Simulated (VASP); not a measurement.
# WS2 in VASP: further runs, part 2 of 2

VASP 6.6.1. Earlier steps stand in the parts before.

## 4. Single point, LDA

Contents of INCAR:

```
SYSTEM = WS2
PREC = Accurate ; ENCUT = 500
EDIFF = 1E-6 ; ISMEAR = 1
SIGMA = 0.1 ; LREAL = .False.
LASPH = .True. ; NELM = 120
ALGO = Normal ; ISIF = 2
LWAVE = .False. ; LCHARG = .False.
NBANDS = 20 ; GGA_COMPAT = .False.
```

Contents of KPOINTS:

```
regular mesh
0
Gamma
  6 6 1
  0 0 0
```

Contents of POSCAR:

```
WS2
1.0
    3.1835200000      0.0000000000      0.0000000000
   -1.5917600000      2.7570100000      0.0000000000
    0.0000000000      0.0000000000     16.9505800000
W S
1 2
Direct
    0.3450761216      0.6554316683     -0.0011470205
    0.6730432051      0.3139563464      0.9086598083
    0.6872064766      0.3263245049      0.0906621068
```

Potentials or basis: VASP PAW LDA potentials, release 64 (W_sv, S).

Run with:

```sh
$ cat potpaw_LDA.64/W_sv/POTCAR potpaw_LDA.64/S/POTCAR > POTCAR
$ mpirun -np 1 vasp_std > vasp.out
```

OUTCAR:

```text
SYSTEM = WS2
   PREC = Accurate
   ENCUT = 500
   EDIFF = 1E-6
   ISMEAR = 1
   LREAL = .False.
   LASPH = .True.
   NELM = 120
   ISIF = 2

 ion  position               nearest neighbor table
   1  0.345  0.655  0.999-   2 2.37   3 2.39   2 2.40   2 2.40   3 2.42   3 2.42
   2  0.673  0.314  0.909-   1 2.37   1 2.40   1 2.40
   3  0.687  0.326  0.091-   1 2.39   1 2.42   1 2.42

  LATTYP: Found a hexagonal cell.
 ALAT       =     3.1835200000
 C/A-ratio  =     5.3244773081

  Lattice vectors:
[... 644 lines left out ...]

  FORCE on cell =-STRESS in cart. coord.  units (eV):
  Direction    XX          YY          ZZ          XY          YZ          ZX
  --------------------------------------------------------------------------------------
  -------------------------------------------------------------------------------------
  Total       -1.7829507     -1.6805620     -0.0655237      0.0521519     -0.5502447     -0.3965359
  in kB      -19.2008044    -18.0981691     -0.7056323      0.5616296     -5.9256498     -4.2703412
  external PRESSURE =     -12.6682019 kB  Pullay stress =       0.0000000 kB

 VOLUME and BASIS-vectors are now :
 -----------------------------------------------------------------------------
  energy-cutoff  :      500.00
  volume of cell :      148.78
      direct lattice vectors                 reciprocal lattice vectors
     3.183520000  0.000000000  0.000000000     0.314117706  0.181355889  0.000000000
    -1.591760000  2.757010000  0.000000000     0.000000000  0.362711778  0.000000000
     0.000000000  0.000000000 16.950580000     0.000000000  0.000000000  0.058995031

 POSITION                                       TOTAL-FORCE (eV/Angst)
 -----------------------------------------------------------------------------------
      0.05527      1.80703     16.93114         0.184487     -0.130786      0.444971
      1.64290      0.86558     15.40231         0.035470      0.244304     -0.213519
      1.66831      0.89968      1.53678        -0.219958     -0.113517     -0.231452
 -----------------------------------------------------------------------------------
    total drift:                               -0.000041      0.000022     -0.000207

  FREE ENERGIE OF THE ION-ELECTRON SYSTEM (eV)
  ---------------------------------------------------
  free  energy   TOTEN  =       -26.1104545966 eV

  energy  without entropy=      -26.1109643675  energy(sigma->0) =      -26.11062452
```

OSZICAR:

```text
N       E                     dE             d eps       ncg     rms          rms(c)
DAV:   1     0.169410716056E+03    0.16941E+03   -0.13496E+04   960   0.104E+03
DAV:   2    -0.146828780052E+02   -0.18409E+03   -0.17951E+03  1056   0.253E+02
DAV:   3    -0.272786415069E+02   -0.12596E+02   -0.12518E+02  1072   0.647E+01
[... 13 lines left out ...]
DAV:  17    -0.261104148401E+02   -0.36565E-04   -0.34477E-06   852   0.559E-03    0.330E-03
DAV:  18    -0.261104383810E+02   -0.23541E-04   -0.82350E-07   788   0.265E-03    0.277E-03
DAV:  19    -0.261104503092E+02   -0.11928E-04   -0.66105E-07   836   0.230E-03    0.113E-03
DAV:  20    -0.261104537005E+02   -0.33913E-05   -0.14284E-07   796   0.106E-03    0.115E-03
DAV:  21    -0.261104545966E+02   -0.89606E-06   -0.25986E-08   628   0.466E-04
   1 F= -.26110455E+02 E0= -.26110625E+02  d E =0.509771E-03
```

stdout:

```text
POSCAR found type information on POSCAR W S
 POSCAR found :  2 types and       3 ions
 scaLAPACK will be used
 LDA part: xc-table for (Slater(with rela. corr.)+CA(PZ))
 , standard interpolation
 POSCAR, INCAR and KPOINTS ok, starting setup
 FFT: planning ... GRIDC
 FFT: planning ... GRID_SOFT
 FFT: planning ... GRID
 WAVECAR not read
 entering main loop
```

Run time: 53 s. Hardware: 1 thread of Intel Xeon Platinum 8259CL at 2.50GHz (Skylake/Cascade Lake), shared host; peak memory 0.23 GiB.

Results:

```yaml
Free_energy: -26.1105 eV
Largest_force: 0.499 eV/Å
Band_gap_on_the_k_mesh: 1.66 eV, indirect (least direct gap 1.74 eV)
```

Forces on the atoms (eV/Å):
```
W    0.184 -0.131  0.445
S    0.035  0.244 -0.214
S   -0.220 -0.114 -0.231
```

Caveat: spin-orbit coupling is left out, which moves the levels of the heavy elements.

## 5. Single point, LDA

Contents of INCAR:

```
  PREC = Accurate
  ENCUT = 500
  EDIFF = 1E-6
  ISMEAR = 1
  SIGMA = 0.1
  LREAL = F
  LASPH = T
  NELM = 120
  ALGO = Normal
  ISIF = 2
  LWAVE = F
  LCHARG = F
  NBANDS = 20
  GGA_COMPAT = F
```

Contents of KPOINTS:

```
regular mesh
0
Gamma
  6 6 1
```

Contents of POSCAR:

```
WS2
1.0
    3.1835200000      0.0000000000      0.0000000000
   -1.5917600000      2.7570100000      0.0000000000
    0.0000000000      0.0000000000     16.9505800000
W S
1 2
Direct
    0.3450974106      0.6554021144     -0.0011306066
    0.6730777463      0.3140115456      0.9086533858
    0.6871506451      0.3262988597      0.0906521048
```

Run with:

```sh
$ cat potpaw_LDA.64/W_sv/POTCAR potpaw_LDA.64/S/POTCAR > POTCAR
$ mpirun -np 1 vasp_std > vasp.out
```

It took 65 s on 1 thread of Intel Xeon Platinum 8259CL at 2.50GHz (Skylake/Cascade Lake), shared host; peak memory 0.22 GiB.

Results (log left out):

- Free energy: -26.1107 eV
- Largest force: 0.485 eV/Å
- Band gap on the k mesh: 1.66 eV, indirect (least direct gap 1.74 eV)

Forces on the atoms (eV/Å):
```
W    0.181 -0.128  0.431
S    0.037  0.241 -0.207
S   -0.218 -0.114 -0.224
```

Levels at points of the mesh, in eV from the valence-band top:
```tsv
k point	band 9	band 10	band 11	band 12	band 13	band 14	band 15	band 16	band 17	band 18
(0.00, 0.00, 0.00)	-3.04	-2.05	-1.81	-1.72	0.00	2.77	2.88	3.08	3.14	4.98
(0.50, 0.00, 0.00)	-4.48	-3.55	-2.08	-1.34	-0.94	2.73	3.23	4.03	4.79	5.03
(0.00, 0.50, 0.00)	-4.48	-3.54	-2.07	-1.34	-0.95	2.73	3.22	4.02	4.78	5.04
(0.50, 0.50, 0.00)	-4.50	-3.57	-2.04	-1.35	-0.92	2.75	3.22	3.98	4.78	5.03
```

Caveat: spin-orbit coupling is left out, which moves the levels of the heavy elements.

## 6. Single point, LDA

Contents of INCAR:

```
ALGO = Normal
EDIFF = 1E-6
ENCUT = 500
GGA = CA
GGA_COMPAT = False
ISIF = 2
ISMEAR = 1
LASPH = True
LCHARG = False
LREAL = False
LWAVE = False
NBANDS = 20
NELM = 120
PREC = Accurate
SIGMA = 0.1
```

Contents of KPOINTS:

```
k-points
0
Gamma
  6 6 1
```

Contents of POSCAR:

```
WS2
1.0
    3.1835200000      0.0000000000      0.0000000000
   -1.5917600000      2.7570100000      0.0000000000
    0.0000000000      0.0000000000     16.9505800000
W S
1 2
Direct
    0.3451396760      0.6553437082     -0.0010982901
    0.6731467831      0.3141213641      0.9086407885
    0.6870393401      0.3262474481      0.0906323642
```

Potentials or basis: VASP PAW LDA potentials, release 64 (W_sv, S).

Run with:

```sh
$ cat potpaw_LDA.64/W_sv/POTCAR potpaw_LDA.64/S/POTCAR > POTCAR
$ mpirun -np 1 vasp_std > vasp.out
```

Run time: 64 s. Hardware: 1 thread of Intel Xeon Platinum 8259CL at 2.50GHz (Skylake/Cascade Lake), shared host; peak memory 0.22 GiB.

It converged, with:

- Free energy: -26.1113 eV
- Largest force: 0.457 eV/Å
- Band gap on the k mesh: 1.66 eV, indirect (least direct gap 1.74 eV)

Forces in eV/Å, atoms in the order of the input:
```
W    0.174 -0.122  0.405
S    0.039  0.236 -0.194
S   -0.213 -0.114 -0.210
```

Levels at points of the mesh, in eV from the valence-band top:
```csv
k point,band 10,band 11,band 12,band 13,band 14,band 15,band 16,band 17
"(0.00, 0.00, 0.00)",-2.05,-1.81,-1.72,0.00,2.77,2.88,3.08,3.14
"(0.50, 0.00, 0.00)",-3.55,-2.08,-1.34,-0.94,2.73,3.23,4.03,4.79
"(0.00, 0.50, 0.00)",-3.54,-2.07,-1.34,-0.95,2.73,3.22,4.02,4.78
"(0.50, 0.50, 0.00)",-3.57,-2.04,-1.35,-0.92,2.75,3.23,3.98,4.78
```

Caveat: spin-orbit coupling is left out, which moves the levels of the heavy elements.
